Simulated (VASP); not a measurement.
Input of a VASP 6.6.1 run:

The input INCAR:

```
PREC     = Accurate       # precision mode
ENCUT    = 600            # plane-wave cutoff, eV
EDIFF    = 1E-6           # SCF threshold, eV
ISMEAR   = -1             # smearing method
SIGMA    = 0.05           # smearing width, eV
LREAL    = F              # projectors in reciprocal space
LASPH    = T              # aspherical terms in the spheres
NELM     = 60             # most SCF steps
ALGO     = Normal         # electronic algorithm
ISIF     = 3              # what is computed and relaxed
LWAVE    = F              # write WAVECAR
LCHARG   = F              # write CHGCAR
GGA      = PS             # functional
IBRION   = 2              # ionic algorithm
NSW      = 60             # ionic steps
EDIFFG   = -0.01          # ionic threshold
PSTRESS  = 50.0
```

The input KPOINTS:

```
regular mesh
0
Gamma
  10 10 10
```

The input POSCAR:

```
In
1.0
   -1.8825252400      1.8825252400      1.8825252400
    1.8825252400     -1.8825252400      1.8825252400
    1.8825252400      1.8825252400     -1.8825252400
In
1
Direct
    0.0000000000      0.0000000000      0.0000000000
```

Potentials or basis: VASP PAW PBE potentials, release 64 (In_d).

The run is started by

```sh
$ cat potpaw_PBE.64/In_d/POTCAR > POTCAR
$ mpirun -np 1 vasp_std > vasp.out
```

Task: Estimate the relaxed cell.

Result: a = 3.127 Å, b = 3.127 Å, c = 3.127 Å, α = 109.47°, β = 109.47°, γ = 109.47°.

Task: What does it give for the space group after relaxing (to 0.05 Å)?

Result: Im-3m (No. 229).

Final structure:
```cif
data_structure
_symmetry_space_group_name_H-M 'P 1'
_symmetry_Int_Tables_number 1
_cell_length_a 3.1274
_cell_length_b 3.1274
_cell_length_c 3.1274
_cell_angle_alpha 109.471
_cell_angle_beta 109.471
_cell_angle_gamma 109.471
_cell_volume 23.55
loop_
_atom_site_label
_atom_site_type_symbol
_atom_site_fract_x
_atom_site_fract_y
_atom_site_fract_z
_atom_site_occupancy
In1 In 0.00000 0.00000 0.00000 1
```

Caveat: the cell is relaxed towards a set pressure, so the enthalpy falls and the energy may rise.
